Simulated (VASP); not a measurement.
# BeTe (Fm-3m) in VASP: a series of runs

BeTe is run at these levels: PBE; tasks: relaxation of cell and atoms, single point.

Everything below comes from runs of VASP 6.6.1. Logs are shortened: lines on timing, memory, paths and dates and some standing lists are left out, and cuts for length are marked.

**1. The cell of the first run**

It takes space group Fm-3m (No. 225, cubic). Conventional cell: a = 4.607 Å, b = 4.607 Å, c = 4.607 Å, α = 90.00°, β = 90.00°, γ = 90.00°. Within 3.0 Å of Be (site symmetry m-3m) lie 6 Te at 2.30 Å. Te (site symmetry m-3m) has 6 Be at 2.30 Å within 3.0 Å.

**2. Relaxation of cell and atoms, PBE**

File INCAR:

```
SYSTEM = BeTe
ALGO = Normal ; EDIFF = 1E-7
EDIFFG = -0.05 ; ENCUT = 600
GGA = PE ; GGA_COMPAT = .FALSE.
IBRION = 2 ; ISIF = 3
ISMEAR = 0 ; LASPH = .TRUE.
LCHARG = .FALSE. ; LREAL = .FALSE.
LWAVE = .FALSE. ; NELM = 120
NELMIN = 4 ; NSW = 80
PREC = Accurate ; SIGMA = 0.1
```

File KPOINTS:

```
k-points
0
G
  8 8 8
  0 0 0
```

File POSCAR:

```
BeTe
1.0
    0.0000000000      2.3037416220      2.3037416220
    2.3037416220      0.0000000000      2.3037416220
    2.3037416220      2.3037416220      0.0000000000
Be Te
1 1
Direct
    0.0000000000      0.0000000000      0.0000000000
    0.5000000000      0.5000000000      0.5000000000
```

Potentials or basis: VASP PAW PBE potentials, release 64 (Be, Te).

Command:

```console
$ cat potpaw_PBE.64/Be/POTCAR potpaw_PBE.64/Te/POTCAR > POTCAR
$ mpirun -np 1 vasp_std > vasp.out
```

OUTCAR:

```text
SYSTEM = BeTe
   EDIFF = 1E-7
   EDIFFG = -0.05
   ENCUT = 600
   GGA = PE
   IBRION = 2
   ISIF = 3
   ISMEAR = 0
   LASPH = .TRUE.
   LREAL = .FALSE.
   NELM = 120
   NELMIN = 4
   NSW = 80
   PREC = Accurate

 ion  position               nearest neighbor table
   1  0.000  0.000  0.000-   2 2.30   2 2.30   2 2.30   2 2.30   2 2.30   2 2.30
   2  0.500  0.500  0.500-   1 2.30   1 2.30   1 2.30   1 2.30   1 2.30   1 2.30

  LATTYP: Found a face centered cubic cell.
 ALAT       =     4.6074832440

  Lattice vectors:

 A1 = (   0.0000000000,   2.3037416220,   2.3037416220)
 A2 = (   2.3037416220,   0.0000000000,   2.3037416220)
 A3 = (   2.3037416220,   2.3037416220,   0.0000000000)

Analysis of symmetry for initial positions (statically):
=====================================================================
 Subroutine PRICEL returns:
 Original cell was already a primitive cell.

 Routine SETGRP: Setting up the symmetry group for a
 face centered cubic supercell.

 Subroutine GETGRP returns: Found 48 space group operations
 (whereof 48 operations were pure point group operations)
 out of a pool of 48 trial point group operations.

The static configuration has the point symmetry O_h .

Analysis of symmetry for dynamics (positions and initial velocities):
=====================================================================
 Subroutine PRICEL returns:
 Original cell was already a primitive cell.

 Routine SETGRP: Setting up the symmetry group for a
 face centered cubic supercell.

 Subroutine GETGRP returns: Found 48 space group operations
 (whereof 48 operations were pure point group operations)
 out of a pool of 48 trial point group operations.

The dynamic configuration has the point symmetry O_h .

 Subroutine INISYM returns: Found 48 space group operations
 (whereof 48 operations are pure point group operations),
 and found     1 'primitive' translations

----------------------------------------------------------------------------------------

                                     Primitive cell

  volume of cell :      24.4530

  direct lattice vectors                    reciprocal lattice vectors
     0.000000000  2.303741622  2.303741622    -0.217038228  0.217038228  0.217038228
     2.303741622  0.000000000  2.303741622     0.217038228 -0.217038228  0.217038228
     2.303741622  2.303741622  0.000000000     0.217038228  0.217038228 -0.217038228

  length of vectors
     3.257982646  3.257982646  3.257982646     0.375921239  0.375921239  0.375921239

  position of ions in fractional coordinates (direct lattice)
     0.000000000  0.000000000  0.000000000
     0.500000000  0.500000000  0.500000000

  ion indices of the primitive-cell ions
   primitive index   ion index
                 1           1
                 2           2

----------------------------------------------------------------------------------------

 KPOINTS: k-points

Automatic generation of k-mesh.
 Grid dimensions read from file:
 generate k-points for:    8    8    8

 Generating k-lattice:

  Cartesian coordinates                     Fractional coordinates (reciprocal lattice)
    -0.027129779  0.027129779  0.027129779     0.125000000  0.000000000  0.000000000
     0.027129779 -0.027129779  0.027129779     0.000000000  0.125000000  0.000000000
     0.027129779  0.027129779 -0.027129779     0.000000000  0.000000000  0.125000000

  Length of vectors
     0.046990155  0.046990155  0.046990155

  Shift w.r.t. Gamma in fractional coordinates (k-lattice)
     0.000000000  0.000000000  0.000000000

 Subroutine IBZKPT returns following result:
 ===========================================

 Found     29 irreducible k-points:

 Following reciprocal coordinates:
            Coordinates               Weight
  0.000000  0.000000  0.000000      1.000000
  0.125000  0.000000  0.000000      8.000000
  0.250000  0.000000  0.000000      8.000000
  0.375000  0.000000  0.000000      8.000000
  0.500000  0.000000  0.000000      4.000000
  0.125000  0.125000  0.000000      6.000000
[... 16 lines left out ...]
  0.500000  0.250000  0.125000     48.000000
 -0.375000  0.250000  0.125000     24.000000
 [... further k-points ...]
   k-points           NKPTS =     29   k-points in BZ     NKDIM =     29   number of bands    NBANDS=      8
   number of dos      NEDOS =    301   number of ions     NIONS =      2
   total plane-waves  NPLWV =  21952
   dimension x,y,z NGX =    28 NGY =   28 NGZ =   28
   dimension x,y,z NGXF=    56 NGYF=   56 NGZF=   56
   ions per type =               1   1
   NGX,Y,Z   is equivalent  to a cutoff of  14.29, 14.29, 14.29 a.u.
   NGXF,Y,Z  is equivalent  to a cutoff of  28.58, 28.58, 28.58 a.u.
 SYSTEM =  BeTe
   PREC   = accura    normal or accurate (medium, high low for compatibility)
   ISTART =      0    job   : 0-new  1-cont  2-samecut
   ICHARG =      2    charge: 1-file 2-atom 10-const
   ISPIN  =      1    spin polarized calculation?
   LNONCOLLINEAR =      F non collinear calculations
   LSORBIT =      F    spin-orbit coupling
   LASPH  =      T    aspherical Exc in radial PAW
   ENCUT  =  600.0 eV  44.10 Ry    6.64 a.u.   6.51  6.51  6.51*2*pi/ulx,y,z
   NELM   =    120;   NELMIN=  4; NELMDL= -5     # of ELM steps
   EDIFF  = 0.1E-06   stopping-criterion for ELM
   LREAL  =      F    real-space projection
   EDIFFG = -.5E-01   stopping-criterion for IOM
   NSW    =     80    number of steps for IOM
   IBRION =      2    ionic relax: 0-MD 1-quasi-New 2-CG
   NFREE  =      1    steps in history (QN), initial steepest desc. (CG)
   ISIF   =      3    stress and relaxation
   ISYM   =      2    0-nonsym 1-usesym 2-fastsym
   POTIM  = 0.5000    time-step for ionic-motion
   TEBEG  =    0.0;   TEEND  =   0.0 temperature during run
   PSTRESS=    0.0 pullay stress
   NELECT =       8.0000    total number of electrons
   NUPDOWN=      -1.0000    fix difference up-down
   EMIN   =  10.00;   EMAX   =-10.00  energy-range for DOS
   EFERMI =   0.00;   METHOD = LEGACY
   ISMEAR =     0;   SIGMA  =   0.10  broadening in eV -4-tet -1-fermi 0-gaus
   EFERMI_NEDOS =   21; number of points for ismear=-14 and -15
   IALGO  =     38    algorithm
   IMIX   =      4    mixing-type and parameters
     AMIX     =   0.40;   BMIX     =  1.00
     AMIX_MAG =   1.60;   BMIX_MAG =  1.00
  volume/ion in A,a.u.               =      12.23        82.51
  Fermi-wavevector in a.u.,A,eV,Ry     =   1.128048  2.131702 17.313320  1.272493
  Thomas-Fermi vector in A             =   2.264737
   LORBIT       =      0    0 simple, 1 ext, 2 COOP (PROOUT), +10 PAW based schemes
   GGA     = PE    functional components
   LHFCALC =     F    Hartree Fock is set to
   AEXX    =    0.0000 exact exchange contribution
   IVDW    =     0    specifies the selected vdW correction
   LEPSILON=     F    determine dielectric tensor
   LRPA    =     F    only Hartree local field effects (RPA)
 conjugate gradient relaxation of ions
 non-spin polarized calculation
 Gauss-broadening in eV      SIGMA  =   0.10
  energy-cutoff  :      600.00
  volume of cell :       24.45
 maximum number of plane-waves:       869
 NGX is ok and might be reduce to    28
   NGX = 13   NGY = 13   NGZ = 13

--------------------------------------- Ionic step        1  -------------------------------------------

 number of electron       8.0000000 magnetization

 Free energy of the ion-electron system (eV)
  ---------------------------------------------------
  ext. energy  EPLUGINS =         0.00000000
  ---------------------------------------------------
  free energy    TOTEN  =        -4.32286950 eV

  energy without entropy =       -4.32146214  energy(sigma->0) =       -4.32216582

 E-fermi :  14.5536     XC(G=0): -11.9247

 val. band max:       14.2612929835   @ k =   0.5000   0.3750   0.0000
 cond. band min:      14.6364125295   @ k =   0.3750   0.2500   0.0000
 fundamental gap:      0.3751195460
 Fermi energy:        14.5535598708

 k-point     1 :       0.0000    0.0000    0.0000
  band No.  band energies     occupation
      1      -3.5642      2.00000
      2      13.8537      2.00000
      3      13.8537      2.00000
      4      13.8537      2.00000
      5      20.9019      0.00000
      6      20.9019      0.00000
      7      20.9019      0.00000
      8      22.1262      0.00000

 k-point     2 :       0.1250    0.0000    0.0000
  band No.  band energies     occupation
      1      -3.2563      2.00000
      2      11.9724      2.00000
      3      13.7643      2.00000
      4      13.7643      2.00000
      5      20.0192      0.00000
      6      20.4554      0.00000
      7      20.4554      0.00000
      8      21.3128      0.00000

 k-point     3 :       0.2500    0.0000    0.0000
  band No.  band energies     occupation
      1      -2.3493      2.00000
      2       8.5585      2.00000
      3      13.6742      2.00000
      4      13.6742      2.00000
      5      18.2320      0.00000
      6      18.2320      0.00000
      7      19.4063      0.00000
      8      20.7005      0.00000
[... 589 lines left out ...]
 VOLUME and BASIS-vectors are now :
 -----------------------------------------------------------------------------
  energy-cutoff  :      600.00
  volume of cell :       38.25
      direct lattice vectors                 reciprocal lattice vectors
    -0.000000000  2.674211744  2.674211744    -0.186970984  0.186970984  0.186970984
     2.674211744  0.000000000  2.674211744     0.186970984 -0.186970984  0.186970984
     2.674211744  2.674211744  0.000000000     0.186970984  0.186970984 -0.186970984

 POSITION                                       TOTAL-FORCE (eV/Angst)
 -----------------------------------------------------------------------------------
      0.00000      0.00000      0.00000        -0.000000      0.000000     -0.000000
      2.67421      2.67421      2.67421         0.000000     -0.000000      0.000000
 -----------------------------------------------------------------------------------
    total drift:                                0.000000      0.000000      0.000000

  FREE ENERGIE OF THE ION-ELECTRON SYSTEM (eV)
  ---------------------------------------------------
  free  energy   TOTEN  =        -6.6144955448 eV

  energy  without entropy=       -6.6129652460  energy(sigma->0) =       -6.61373040

--------------------------------------- Ionic step        4  -------------------------------------------

 number of electron       8.0000000 magnetization

 Free energy of the ion-electron system (eV)
  ---------------------------------------------------
  ext. energy  EPLUGINS =         0.00000000
  ---------------------------------------------------
  free energy    TOTEN  =        -6.61473245 eV

  energy without entropy =       -6.61319617  energy(sigma->0) =       -6.61396431

 E-fermi :   7.2784     XC(G=0):  -9.9517

 val. band max:        7.0562199876   @ k =   0.5000   0.3750   0.0000
 cond. band min:       7.3696112428   @ k =  -0.2500   0.1250   0.0000
 fundamental gap:      0.3133912552
 Fermi energy:         7.2784482296

 k-point     1 :       0.0000    0.0000    0.0000
  band No.  band energies     occupation
      1      -6.1208      2.00000
      2       6.9569      1.99999
      3       6.9569      1.99999
      4       6.9569      1.99999
      5      10.2680      0.00000
      6      13.5042      0.00000
      7      13.5042      0.00000
      8      13.5042      0.00000

 k-point     2 :       0.1250    0.0000    0.0000
  band No.  band energies     occupation
      1      -5.9282      2.00000
      2       5.5239      2.00000
      3       6.9200      2.00000
      4       6.9200      2.00000
      5      10.8876      0.00000
      6      12.5198      0.00000
      7      12.5198      0.00000
      8      13.3772      0.00000

 k-point     3 :       0.2500    0.0000    0.0000
  band No.  band energies     occupation
      1      -5.3820      2.00000
      2       3.2351      2.00000
      3       6.8767      2.00000
      4       6.8767      2.00000
      5      10.7467      0.00000
      6      11.0514      0.00000
      7      11.0514      0.00000
      8      13.1451      0.00000
[... 244 lines left out ...]
 VOLUME and BASIS-vectors are now :
 -----------------------------------------------------------------------------
  energy-cutoff  :      600.00
  volume of cell :       38.59
      direct lattice vectors                 reciprocal lattice vectors
    -0.000000000  2.682169916  2.682169916    -0.186416229  0.186416229  0.186416229
     2.682169916  0.000000000  2.682169916     0.186416229 -0.186416229  0.186416229
     2.682169916  2.682169916  0.000000000     0.186416229  0.186416229 -0.186416229

 POSITION                                       TOTAL-FORCE (eV/Angst)
 -----------------------------------------------------------------------------------
      5.36434      5.36434      5.36434        -0.000000     -0.000000     -0.000000
      2.68217      2.68217      2.68217         0.000000      0.000000      0.000000
 -----------------------------------------------------------------------------------
    total drift:                                0.000000      0.000000      0.000000

  FREE ENERGIE OF THE ION-ELECTRON SYSTEM (eV)
  ---------------------------------------------------
  free  energy   TOTEN  =        -6.6147324532 eV

  energy  without entropy=       -6.6131961686  energy(sigma->0) =       -6.61396431

 reached required accuracy - stopping structural energy minimisation
```

It took 20 s on 1 thread of AMD EPYC 9R45 (Zen 5), shared host; peak memory 0.13 GiB.

What came out:

- Free energy: -6.6147 eV
- Relaxed volume: 19.30 Å³/atom
- Relaxed cell: a = 3.793 Å, b = 3.793 Å, c = 3.793 Å, α = 60.00°, β = 60.00°, γ = 60.00°
- Space group after relaxing (to 0.1 Å): Fm-3m (No. 225)
- Energy gained by relaxing: 1145.9 meV/atom
- Ionic steps: 4
- Pressure after relaxing: -0.2 GPa
- Band gap on the k mesh: zero (bands 4 and 5 overlap by 1.09 eV)

The path:
| step | energy change (eV) | largest force (eV/Å) | pressure (GPa) | volume (Å³) |
| --- | --- | --- | --- | --- |
| 1 | 0.0000 | 0.0000 | 76.83 | 24.45 |
| 2 | -1.7270 | 0.0000 | -10.65 | 51.62 |
| 3 | -2.2916 | 0.0000 | 0.42 | 38.25 |
| 4 | -2.2919 | 0.0000 | -0.18 | 38.59 |

Final structure:
```xyz
2
Lattice="0.0000 2.6822 2.6822 2.6822 0.0000 2.6822 2.6822 2.6822 0.0000" Properties=species:S:1:pos:R:3 pbc="T T T"
Be    5.3643    5.3643    5.3643
Te    2.6822    2.6822    2.6822
```

Levels at points of the mesh, in eV from the Fermi level:
```tsv
k point	band 1	band 2	band 3	band 4	band 5	band 6	band 7	band 8
(0.00, 0.00, 0.00)	-13.40	-0.32	-0.32	-0.32	2.99	6.23	6.23	6.23
(0.50, 0.00, 0.00)	-11.48	-6.82	-0.32	-0.32	2.26	2.26	2.90	5.50
(0.50, 0.50, 0.00)	-10.67	-6.08	-3.06	-3.06	-0.98	3.02	8.79	8.79
```

Caveat: the volume moved by over 15 % at a fixed basis, so the end points are rough; spin-orbit coupling is left out, which moves the levels of the heavy elements.

(Continued in part 2 of 2.)
